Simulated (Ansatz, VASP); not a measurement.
Ca2H5: VASP beside Ansatz

Contents of INCAR:

```
SYSTEM = Ca2H5
ALGO = Normal
EDIFF = 1E-6
ENCUT = 520
GGA = PE
ISIF = 2
ISMEAR = 0
LASPH = .TRUE.
LCHARG = .FALSE.
LREAL = .FALSE.
LWAVE = .FALSE.
NBANDS = 22
NELM = 100
PREC = Accurate
SIGMA = 0.1
```

File KPOINTS:

```
k-points
0
G
  4 4 4
  0 0 0
```

The input POSCAR:

```
Ca2H5
1.0
    3.9686520900      0.0000000000      0.0000000000
    0.0000000000      3.9906656000      0.0000000000
   -1.8791934400      0.0000000000      6.7452267000
Ca H
2 5
Direct
    0.1495307200      0.0000000000      0.7913145300
    0.8504692800      0.0000000000      0.2086854700
    0.1621242900      0.5000000000      0.7983292900
    0.8378757100      0.5000000000      0.2016707100
    0.6897605800      0.0000000000      0.8706212600
    0.3102394200      0.0000000000      0.1293787400
    0.0000000000      0.0000000000      0.5000000000
```

Input for Ansatz:

```yaml
crystal:
  lattice:
    - [3.96865209, 0.0, 0.0]
    - [0.0, 3.9906656, 0.0]
    - [-1.87919344, 0.0, 6.7452267]
  atoms:
    - { symbol: Ca, position: [0.14953072, 0.0, 0.79131453] }
    - { symbol: Ca, position: [0.85046928, 0.0, 0.20868547] }
    - { symbol: H, position: [0.16212429, 0.5, 0.79832929] }
    - { symbol: H, position: [0.83787571, 0.5, 0.20167071] }
    - { symbol: H, position: [0.68976058, 0.0, 0.87062126] }
    - { symbol: H, position: [0.31023942, 0.0, 0.12937874] }
    - { symbol: H, position: [0.0, 0.0, 0.5] }
basis:
  ecutwfc: 420
kpoints:
  mp_grid: { grid: [4, 4, 4] }
hamiltonian:
  xc: pbe
scf:
  occupations: { method: gaussian, width: 0.1 }
  lower_state_search: "off"
output:
  forces: true
  stress: true
  eigenvalues: true
```

Change from the starting cell: species swapped into the Ta2O5 type (P2/m, No. 10).

Alike in both runs: task single point; functional PBE; k mesh 4 × 4 × 4; occupations gaussian, width 0.1 eV; no spin polarisation.

```csv
,VASP,Ansatz
version,VASP 6.6.1,Ansatz 0.2.0
potentials or method,"VASP PAW PBE potentials, release 64 (Ca_sv, H), cutoff 520 eV","scalar-relativistic, plane waves, PAW"
valence electrons in the cell,25,25
```

|  | VASP | Ansatz | Ansatz less VASP |
| --- | --- | --- | --- |
| gap on the k mesh at the Fermi level (eV) | none | none | - |
| pressure (GPa) | 8.1 | 8.1 | -0.04 |
| traceless stress, the component that is largest in VASP (GPa) | 0.70 | 0.71 | +0.012 |
| rms of the force components (eV/Å) | 0.162 | 0.162 | -0.0002 |

Atom by atom the forces differ by 0.001 eV/Å (rms over components). A gap of «none» marks a metal or a gap that the smearing closes. With one functional, cell and mesh, what is left measures potentials, basis and numerics.

The k mesh is coarse, so the values compare programs but aren't converged.
